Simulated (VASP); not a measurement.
Here is a VASP 6.6.1 calculation.

The input INCAR:

```
SYSTEM = CdSe
ALGO = Normal
EDIFF = 1E-7
ENCUT = 520
ISIF = 2
ISMEAR = 0
LASPH = .TRUE.
LCHARG = .FALSE.
LREAL = .FALSE.
LWAVE = .FALSE.
NBANDS = 16
NELM = 100
PREC = Accurate
SIGMA = 0.01
```

The input KPOINTS:

```
k-points
0
G
  6 6 6
  0 0 0
```

POSCAR

```
CdSe
1.0
    3.0190136448      3.0190136448      0.0000000000
   -3.0190136448      3.0190136448      0.0000000000
    0.0000000000      3.0190136448      2.9949816954
Cd Se
1 1
Direct
    0.0000000000      0.0000000000      0.0000000000
    0.7500000000      0.2500000000      0.5000000000
```

Potentials or basis: VASP PAW LDA potentials, release 64 (Cd, Se).

Command:

```console
$ cat potpaw_LDA.64/Cd/POTCAR potpaw_LDA.64/Se/POTCAR > POTCAR
$ mpirun -np 1 vasp_std > vasp.out
```

Task: Predict the pressure.

Result: 0.1 GPa.

Task: Predict the band gap on the k mesh.

Result: 0.40 eV, direct.

Stress tensor (GPa, compression positive):
```
0.03 0.00 0.00
0.00 0.03 0.00
0.00 0.00 0.18
```

Caveat: the cell differs from its parent crystal (in-plane strain +0.005).
